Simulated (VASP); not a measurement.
# AlGa3N4 (Cm) in VASP: further runs

AlGa3N4 is run at these levels: r2SCAN; tasks: single point.

All numbers are computed with VASP 6.6.1; they aren't measurements. Logs are shortened: lines on timing, memory, paths and dates and some standing lists are left out, and cuts for length are marked.

## 1. The cell of the first run

Symmetry: Cm, No. 8, monoclinic system. Conventional cell: a = 6.315 Å, b = 6.315 Å, c = 4.465 Å, α = 90.00°, β = 90.00°, γ = 90.00°. Within 2.5 Å of Al (site symmetry m) lie 4 N at 1.89 Å. Ga (site symmetry m) has 4 N at 1.91 to 1.99 Å within 2.5 Å. Ga (site symmetry 1) has 4 N at 1.91 to 1.99 Å within 2.5 Å. Within 2.5 Å of N (site symmetry 1) lie 1 Al at 1.89 Å and 3 Ga at 1.91 to 1.99 Å. Within 2.5 Å of N (site symmetry m) lie 1 Al at 1.89 Å and 3 Ga at 1.95 to 1.99 Å. N (site symmetry m) has 1 Al at 1.89 Å and 3 Ga at 1.91 to 1.95 Å within 2.5 Å.

## 2. Single point, r2SCAN (all Ga atoms moved -0.050 Å, as atom 2 along Cartesian [1 -1 0])

POSCAR

```
AlGa3N4
1.0
    4.4653444522      0.0000000000      0.0000000000
    0.0000000000      4.4653444522      0.0000000000
    0.0000000000      0.0000000000      4.4653444522
Al Ga N
1 3 4
Direct
    0.0000000000      0.0000000000      0.0000000000
    0.4920822818      0.5079177182      0.0000000000
    0.4920822818      0.0079177182      0.5000000000
   -0.0079177182      0.5079177182      0.5000000000
    0.7553510553      0.7553510553      0.2446489447
    0.7553510553      0.2446489447      0.7553510553
    0.2446489447      0.7553510553      0.7553510553
    0.2446489447      0.2446489447      0.2446489447
```

INCAR.step1

```
SYSTEM = AlGa3N4
PREC = Accurate
ENCUT = 520
ISMEAR = 0
SIGMA = 0.05
LREAL = .False.
LASPH = .True.
NELM = 100
NBANDS = 41
GGA = PE
ALGO = Normal
EDIFF = 1E-4
LWAVE = .True.
LCHARG = .False.
```

INCAR.step2

```
SYSTEM = AlGa3N4
PREC = Accurate
ENCUT = 520
EDIFF = 1E-6
ISMEAR = 0
SIGMA = 0.05
LREAL = .False.
LASPH = .True.
NELM = 100
ALGO = Normal
ISIF = 2
LWAVE = .False.
LCHARG = .False.
METAGGA = R2SCAN
LMIXTAU = .True.
NBANDS = 41
ISTART = 1
```

KPOINTS

```
Automatic mesh
0
Gamma
  6 6 6
  0 0 0
```

Potentials or basis: VASP PAW PBE potentials, release 64 (Al, Ga_d, N).

Launch:

```bash
cat potpaw_PBE.64/Al/POTCAR potpaw_PBE.64/Ga_d/POTCAR potpaw_PBE.64/N/POTCAR > POTCAR
cp INCAR.step1 INCAR
mpirun -np 1 vasp_std > vasp.out
cp INCAR.step2 INCAR
mpirun -np 1 vasp_std > vasp.out
```

OUTCAR:

```text
SYSTEM = AlGa3N4
   PREC = Accurate
   ENCUT = 520
   EDIFF = 1E-6
   ISMEAR = 0
   LREAL = .False.
   LASPH = .True.
   NELM = 100
   ISIF = 2
   METAGGA = R2SCAN
   ISTART = 1

 ion  position               nearest neighbor table
   1  0.000  0.000  0.000-   5 1.89   6 1.89   7 1.89   8 1.89   2 3.11   3 3.13   4 3.13   3 3.13
                             4 3.13
   2  0.492  0.508  0.000-   7 1.91   5 1.95   8 1.95   6 1.99   1 3.11
   3  0.492  0.008  0.500-   8 1.91   7 1.95   6 1.95   5 1.99   1 3.13   1 3.13
   4  0.992  0.508  0.500-   5 1.91   7 1.95   6 1.95   8 1.99   1 3.13   1 3.13
   5  0.755  0.755  0.245-   1 1.89   4 1.91   2 1.95   3 1.99
   6  0.755  0.245  0.755-   1 1.89   3 1.95   4 1.95   2 1.99
   7  0.245  0.755  0.755-   1 1.89   2 1.91   3 1.95   4 1.95
   8  0.245  0.245  0.245-   1 1.89   3 1.91   2 1.95   4 1.99

  LATTYP: Found a simple cubic cell.
 ALAT       =     4.4653444522

  Lattice vectors:

 A1 = (   4.4653444522,   0.0000000000,   0.0000000000)
 A2 = (   0.0000000000,   4.4653444522,   0.0000000000)
 A3 = (   0.0000000000,   0.0000000000,   4.4653444522)

Analysis of symmetry for initial positions (statically):
=====================================================================
 Subroutine PRICEL returns:
 Original cell was already a primitive cell.

 Routine SETGRP: Setting up the symmetry group for a
 simple cubic supercell.

 Subroutine GETGRP returns: Found  2 space group operations
 (whereof  2 operations were pure point group operations)
 out of a pool of 48 trial point group operations.

The static configuration has the point symmetry C_1h.

Analysis of symmetry for dynamics (positions and initial velocities):
=====================================================================
 Subroutine PRICEL returns:
 Original cell was already a primitive cell.

 Routine SETGRP: Setting up the symmetry group for a
 simple cubic supercell.

 Subroutine GETGRP returns: Found  2 space group operations
 (whereof  2 operations were pure point group operations)
 out of a pool of 48 trial point group operations.

The dynamic configuration has the point symmetry C_1h.

 Subroutine INISYM returns: Found  2 space group operations
 (whereof  2 operations are pure point group operations),
 and found     1 'primitive' translations

----------------------------------------------------------------------------------------

                                     Primitive cell

  volume of cell :      89.0358

  direct lattice vectors                    reciprocal lattice vectors
     4.465344452  0.000000000  0.000000000     0.223946889  0.000000000  0.000000000
     0.000000000  4.465344452  0.000000000     0.000000000  0.223946889  0.000000000
     0.000000000  0.000000000  4.465344452     0.000000000  0.000000000  0.223946889

  length of vectors
     4.465344452  4.465344452  4.465344452     0.223946889  0.223946889  0.223946889

  position of ions in fractional coordinates (direct lattice)
     0.000000000  0.000000000  0.000000000
     0.492082282  0.507917718  0.000000000
     0.492082282  0.007917718  0.500000000
     0.992082282  0.507917718  0.500000000
     0.755351055  0.755351055  0.244648945
     0.755351055  0.244648945  0.755351055
     0.244648945  0.755351055  0.755351055
     0.244648945  0.244648945  0.244648945

  ion indices of the primitive-cell ions
   primitive index   ion index
                 1           1
                 2           2
                 3           3
                 4           4
                 5           5
                 6           6
                 7           7
                 8           8

----------------------------------------------------------------------------------------

 KPOINTS: Automatic mesh

Automatic generation of k-mesh.
 Grid dimensions read from file:
 generate k-points for:    6    6    6

 Generating k-lattice:

  Cartesian coordinates                     Fractional coordinates (reciprocal lattice)
     0.037324482  0.000000000  0.000000000     0.166666667  0.000000000  0.000000000
     0.000000000  0.037324482  0.000000000     0.000000000  0.166666667  0.000000000
     0.000000000  0.000000000  0.037324482     0.000000000  0.000000000  0.166666667

  Length of vectors
     0.037324482  0.037324482  0.037324482

  Shift w.r.t. Gamma in fractional coordinates (k-lattice)
     0.000000000  0.000000000  0.000000000

 Subroutine IBZKPT returns following result:
 ===========================================

 Found     68 irreducible k-points:

 Following reciprocal coordinates:
            Coordinates               Weight
  0.000000  0.000000  0.000000      1.000000
  0.166667  0.000000  0.000000      4.000000
  0.000000  0.000000  0.166667      2.000000
  0.333333  0.000000  0.000000      4.000000
  0.000000  0.000000  0.333333      2.000000
  0.500000  0.000000  0.000000      2.000000
[... 16 lines left out ...]
  0.333333  0.000000  0.333333      4.000000
 -0.333333  0.333333  0.000000      2.000000
 [... further k-points ...]
   k-points           NKPTS =     68   k-points in BZ     NKDIM =     68   number of bands    NBANDS=     41
   number of dos      NEDOS =    301   number of ions     NIONS =      8
   total plane-waves  NPLWV =  46656
   dimension x,y,z NGX =    36 NGY =   36 NGZ =   36
   dimension x,y,z NGXF=    72 NGYF=   72 NGZF=   72
   ions per type =               1   3   4
   NGX,Y,Z   is equivalent  to a cutoff of  13.40, 13.40, 13.40 a.u.
   NGXF,Y,Z  is equivalent  to a cutoff of  26.81, 26.81, 26.81 a.u.
 SYSTEM =  AlGa3N4
   PREC   = accura    normal or accurate (medium, high low for compatibility)
   ISTART =      1    job   : 0-new  1-cont  2-samecut
   ICHARG =      0    charge: 1-file 2-atom 10-const
   ISPIN  =      1    spin polarized calculation?
   LNONCOLLINEAR =      F non collinear calculations
   LSORBIT =      F    spin-orbit coupling
   LASPH  =      T    aspherical Exc in radial PAW
   ENCUT  =  520.0 eV  38.22 Ry    6.18 a.u.   8.30  8.30  8.30*2*pi/ulx,y,z
   NELM   =    100;   NELMIN=  2; NELMDL=  0     # of ELM steps
   EDIFF  = 0.1E-05   stopping-criterion for ELM
   LREAL  =      F    real-space projection
   EDIFFG = 0.1E-04   stopping-criterion for IOM
   NSW    =      0    number of steps for IOM
   IBRION =     -1    ionic relax: 0-MD 1-quasi-New 2-CG
   NFREE  =      0    steps in history (QN), initial steepest desc. (CG)
   ISIF   =      2    stress and relaxation
   ISYM   =      2    0-nonsym 1-usesym 2-fastsym
   POTIM  = 0.5000    time-step for ionic-motion
   TEBEG  =    0.0;   TEEND  =   0.0 temperature during run
   PSTRESS=    0.0 pullay stress
   NELECT =      62.0000    total number of electrons
   NUPDOWN=      -1.0000    fix difference up-down
   EMIN   =  10.00;   EMAX   =-10.00  energy-range for DOS
   EFERMI =   0.00;   METHOD = LEGACY
   ISMEAR =     0;   SIGMA  =   0.05  broadening in eV -4-tet -1-fermi 0-gaus
   EFERMI_NEDOS =   21; number of points for ismear=-14 and -15
   IALGO  =     38    algorithm
   IMIX   =      4    mixing-type and parameters
     AMIX     =   0.40;   BMIX     =  1.00
     AMIX_MAG =   1.60;   BMIX_MAG =  1.00
  volume/ion in A,a.u.               =      11.13        75.11
  Fermi-wavevector in a.u.,A,eV,Ry     =   1.451055  2.742096 28.647877  2.105560
  Thomas-Fermi vector in A             =   2.568596
   LORBIT       =      0    0 simple, 1 ext, 2 COOP (PROOUT), +10 PAW based schemes
   METAGGA = R2SCAN    functional components
   LHFCALC =     F    Hartree Fock is set to
   AEXX    =    0.0000 exact exchange contribution
   IVDW    =     0    specifies the selected vdW correction
   LEPSILON=     F    determine dielectric tensor
   LRPA    =     F    only Hartree local field effects (RPA)
 non-spin polarized calculation
 Gauss-broadening in eV      SIGMA  =   0.05
  energy-cutoff  :      520.00
  volume of cell :       89.04
 maximum number of plane-waves:      2440
 NGX is ok and might be reduce to    36
   NGX = 17   NGY = 17   NGZ = 17

 number of electron      62.0000008 magnetization

 Free energy of the ion-electron system (eV)
  ---------------------------------------------------
  ext. energy  EPLUGINS =         0.00000000
  ---------------------------------------------------
  free energy    TOTEN  =       -84.80865710 eV

  energy without entropy =      -84.80865710  energy(sigma->0) =      -84.80865710

 E-fermi :   5.5111     XC(G=0): -12.3820

 val. band max:        5.2745487854   @ k =   0.0000   0.0000   0.0000
 cond. band min:       7.9976802748   @ k =   0.0000   0.0000   0.0000
 fundamental gap:      2.7231314895
 Fermi energy:         5.5111342300

 k-point     1 :       0.0000    0.0000    0.0000
  band No.  band energies     occupation
      1     -11.3202      2.00000
      2      -9.9991      2.00000
      3      -9.9262      2.00000
      4      -9.8339      2.00000
      5      -8.3326      2.00000
      6      -8.3219      2.00000
[... 33 lines left out ...]
     40      16.8043      0.00000
     41      16.8841      0.00000

 k-point     2 :       0.1667    0.0000    0.0000
  band No.  band energies     occupation
      1     -11.2094      2.00000
      2     -10.0207      2.00000
      3      -9.9506      2.00000
      4      -9.8449      2.00000
      5      -8.3310      2.00000
      6      -8.3219      2.00000
[... 33 lines left out ...]
     40      16.9957      0.00000
     41      17.0933      0.00000

 k-point     3 :       0.0000    0.0000    0.1667
  band No.  band energies     occupation
      1     -11.2089      2.00000
      2     -10.0333      2.00000
      3      -9.9286      2.00000
      4      -9.8549      2.00000
      5      -8.3330      2.00000
      6      -8.3178      2.00000
[... 33 lines left out ...]
     40      17.0301      0.00000
     41      17.0619      0.00000

 k-point     4 :       0.3333    0.0000    0.0000
  band No.  band energies     occupation
      1     -10.9119      2.00000
      2     -10.1665      2.00000
      3      -9.9767      2.00000
      4      -9.8593      2.00000
      5      -8.3135      2.00000
      6      -8.2985      2.00000
[... 825 lines left out ...]
     40      15.8787      0.00000
     41      16.0643      0.00000

 k-point    23 :       0.3333    0.0000    0.3333
  band No.  band energies     occupation
      1     -10.6159      2.00000
      2     -10.1451      2.00000
      3     -10.0704      2.00000
      4      -9.9323      2.00000
      5      -8.3127      2.00000
      6      -8.3004      2.00000
[... 33 lines left out ...]
     40      15.5916      0.00000
     41      16.0703      0.00000

 k-point    24 :      -0.3333    0.3333    0.0000
  band No.  band energies     occupation
      1     -10.6228      2.00000
      2     -10.1402      2.00000
      3     -10.0750      2.00000
      4      -9.9270      2.00000
      5      -8.3154      2.00000
      6      -8.3015      2.00000
[... 33 lines left out ...]
     40      15.7388      0.00000
     41      16.0608      0.00000

 [... further k-points ...]

------------------------ aborting loop because EDIFF is reached ----------------------------------------

  FORCE on cell =-STRESS in cart. coord.  units (eV):
  Direction    XX          YY          ZZ          XY          YZ          ZX
  --------------------------------------------------------------------------------------
  -------------------------------------------------------------------------------------
  Total        0.5430226      0.5430226      0.5663218     -0.1505464     -0.9600601      0.9601126
  in kB        9.7715538      9.7715538     10.1908165     -2.7090445    -17.2760357     17.2769809
  external PRESSURE =       9.9113080 kB  Pullay stress =       0.0000000 kB

 VOLUME and BASIS-vectors are now :
 -----------------------------------------------------------------------------
  energy-cutoff  :      520.00
  volume of cell :       89.04
      direct lattice vectors                 reciprocal lattice vectors
     4.465344452  0.000000000  0.000000000     0.223946889  0.000000000  0.000000000
     0.000000000  4.465344452  0.000000000     0.000000000  0.223946889  0.000000000
     0.000000000  0.000000000  4.465344452     0.000000000  0.000000000  0.223946889

 POSITION                                       TOTAL-FORCE (eV/Angst)
 -----------------------------------------------------------------------------------
      0.00000      0.00000      0.00000        -0.202516      0.202516      0.001912
      2.19732      2.26803      0.00000         0.632801     -0.632801      0.069050
      2.19732      0.03536      2.23267         0.634020     -0.311007      0.069051
      4.42999      2.26803      2.23267         0.311007     -0.634020      0.069051
      3.37290      3.37290      1.09244        -0.370845      0.461521     -0.111270
      3.37290      1.09244      3.37290        -0.200339      0.200339      0.153024
      1.09244      3.37290      3.37290        -0.342607      0.342607     -0.139550
      1.09244      1.09244      1.09244        -0.461521      0.370845     -0.111270
 -----------------------------------------------------------------------------------
    total drift:                               -0.012928      0.012933      0.004245

  FREE ENERGIE OF THE ION-ELECTRON SYSTEM (eV)
  ---------------------------------------------------
  free  energy   TOTEN  =       -84.8086571045 eV

  energy  without entropy=      -84.8086571045  energy(sigma->0) =      -84.80865710
```

Run time: 19 min. Hardware: 1 thread of Intel Xeon 8259CL, shared host; peak memory 0.35 GiB.

Results:

```
Free energy            : -84.8087 eV
Pressure               : 1.0 GPa
Largest force          : 0.898 eV/Å
Band gap on the k mesh : 2.72 eV
```

Forces on the atoms (eV/Å):
```
Al  -0.203  0.203  0.002
Ga   0.633 -0.633  0.069
Ga   0.634 -0.311  0.069
Ga   0.311 -0.634  0.069
N   -0.371  0.462 -0.111
N   -0.200  0.200  0.153
N   -0.343  0.343 -0.140
N   -0.462  0.371 -0.111
```

Stress tensor (GPa, compression positive):
```
 0.98 -0.27  1.73
-0.27  0.98 -1.73
 1.73 -1.73  1.02
```

Caveat: the cell differs from its parent crystal (all Ga atoms moved -0.050 Å, as atom 2 along Cartesian [1 -1 0]); the PAW data sets were made with another functional, which shifts forces and pressure a little.

## 3. Single point, r2SCAN (all Ga atoms moved +0.025 Å, as atom 2 along Cartesian [1 -1 0])

POSCAR, as its differences from that of step 2:

```diff
@@ -9,5 +9,5 @@
     0.0000000000      0.0000000000      0.0000000000
-    0.4920822818      0.5079177182      0.0000000000
-    0.4920822818      0.0079177182      0.5000000000
-   -0.0079177182      0.5079177182      0.5000000000
+    0.5039588591      0.4960411409      0.0000000000
+    0.5039588591     -0.0039588591      0.5000000000
+    0.0039588591      0.4960411409      0.5000000000
     0.7553510553      0.7553510553      0.2446489447
```

INCAR.step1

```
SYSTEM = AlGa3N4
PREC     = Accurate       ! precision mode
ENCUT    = 520            ! plane-wave cutoff, eV
ISMEAR   = 0              ! smearing method
SIGMA    = 0.05           ! smearing width, eV
LREAL    = .False.        ! projectors in reciprocal space
LASPH    = .True.         ! aspherical terms in the spheres
NELM     = 80             ! most SCF steps
NBANDS   = 41             ! bands
GGA      = PE             ! functional
ALGO     = Normal         ! electronic algorithm
EDIFF    = 1E-4           ! SCF threshold, eV
LWAVE    = .True.         ! write WAVECAR
LCHARG   = .False.        ! write CHGCAR
```

INCAR.step2

```
SYSTEM = AlGa3N4
PREC     = Accurate       ! precision mode
ENCUT    = 520            ! plane-wave cutoff, eV
EDIFF    = 1E-7           ! SCF threshold, eV
ISMEAR   = 0              ! smearing method
SIGMA    = 0.05           ! smearing width, eV
LREAL    = .False.        ! projectors in reciprocal space
LASPH    = .True.         ! aspherical terms in the spheres
NELM     = 80             ! most SCF steps
ALGO     = Normal         ! electronic algorithm
ISIF     = 2              ! what is computed and relaxed
LWAVE    = .False.        ! write WAVECAR
LCHARG   = .True.         ! write CHGCAR
METAGGA  = R2SCAN         ! meta-GGA
LMIXTAU  = .True.       
LELF     = .True.         ! ELF
LVHAR    = .True.       
NBANDS   = 41             ! bands
ISTART   = 1
```

KPOINTS is that of step 2.

Potentials or basis: VASP PAW PBE potentials, release 64 (Al, Ga_d, N).

Launch:

```bash
cat potpaw_PBE.64/Al/POTCAR potpaw_PBE.64/Ga_d/POTCAR potpaw_PBE.64/N/POTCAR > POTCAR
cp INCAR.step1 INCAR
mpirun -np 1 vasp_std > vasp.out
cp INCAR.step2 INCAR
mpirun -np 1 vasp_std > vasp.out
```

Run time: 14 min. Hardware: 1 thread of Intel Xeon 8259CL, shared host; peak memory 0.35 GiB.

It converged, with:

```yaml
Free_energy: -84.8508 eV
Pressure: 0.8 GPa
Largest_force: 0.455 eV/Å
Band_gap_on_the_k_mesh: 2.77 eV
```

Forces in eV/Å, atoms in the order of the input:
```
Al   0.105 -0.105  0.001
Ga  -0.322  0.322  0.016
Ga  -0.320  0.164  0.017
Ga  -0.164  0.320  0.017
N    0.257 -0.165 -0.062
N    0.192 -0.192 -0.035
N    0.087 -0.087  0.109
N    0.165 -0.257 -0.062
```

Stress tensor (GPa, compression positive):
```
 0.79 -0.07 -0.86
-0.07  0.79  0.86
-0.86  0.86  0.74
```

Levels at points of the mesh, in eV from the valence-band top:
```tsv
k point	band 28	band 29	band 30	band 31	band 32	band 33	band 34	band 35
(0.00, 0.00, 0.00)	-2.54	-0.09	-0.04	0.00	2.77	3.82	3.88	3.94
(0.50, 0.00, 0.00)	-1.58	-1.57	-1.30	-1.20	5.40	5.51	6.71	6.77
(0.00, 0.00, 0.50)	-1.57	-1.57	-1.25	-1.25	5.40	5.50	6.74	6.75
(0.50, 0.50, 0.00)	-1.06	-1.03	-1.01	-0.65	7.27	7.46	7.47	7.92
(0.00, 0.50, 0.50)	-1.06	-1.03	-1.02	-0.65	7.27	7.46	7.47	7.90
(0.50, 0.50, 0.50)	-0.82	-0.75	-0.68	-0.67	5.50	5.53	5.56	6.89
```

Caveat: the cell differs from its parent crystal (all Ga atoms moved +0.025 Å, as atom 2 along Cartesian [1 -1 0]); the PAW data sets were made with another functional, which shifts forces and pressure a little.
